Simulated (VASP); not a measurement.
A run of VASP 6.6.1:

INCAR

```
SYSTEM = TePb
PREC = Accurate
ENCUT = 600
EDIFF = 1E-6
ISMEAR = -1
SIGMA = 0.1
LREAL = .False.
LASPH = .True.
NELM = 80
ALGO = Normal
ISIF = 3
LWAVE = .False.
LCHARG = .False.
GGA = PE
IBRION = 2
NSW = 60
EDIFFG = -0.005
PSTRESS = 310.0
```

Contents of KPOINTS:

```
regular mesh
0
Gamma
  12 12 12
  0 0 0
```

The input POSCAR:

```
TePb
1.0
    0.0000000000      2.9155354745      2.9155354745
    2.9155354745      0.0000000000      2.9155354745
    2.9155354745      2.9155354745      0.0000000000
Pb Te
1 1
Direct
    0.0000000000      0.0000000000      0.0000000000
    0.5000000000      0.5000000000      0.5000000000
```

Potentials or basis: VASP PAW PBE potentials, release 64 (Pb_d, Te).

Launch:

```console
$ cat potpaw_PBE.64/Pb_d/POTCAR potpaw_PBE.64/Te/POTCAR > POTCAR
$ mpirun -np 1 vasp_std > vasp.out
```

Hardware: 1 thread of Intel Xeon 8259CL (shared host).

Problem. Estimate the wall time of this run.

Solution. It took 2.9 min on 1 thread of Intel Xeon 8259CL, with other jobs on the host, peak memory 0.25 GiB. Counts: scf iterations 25, k points 72, ion steps 3.
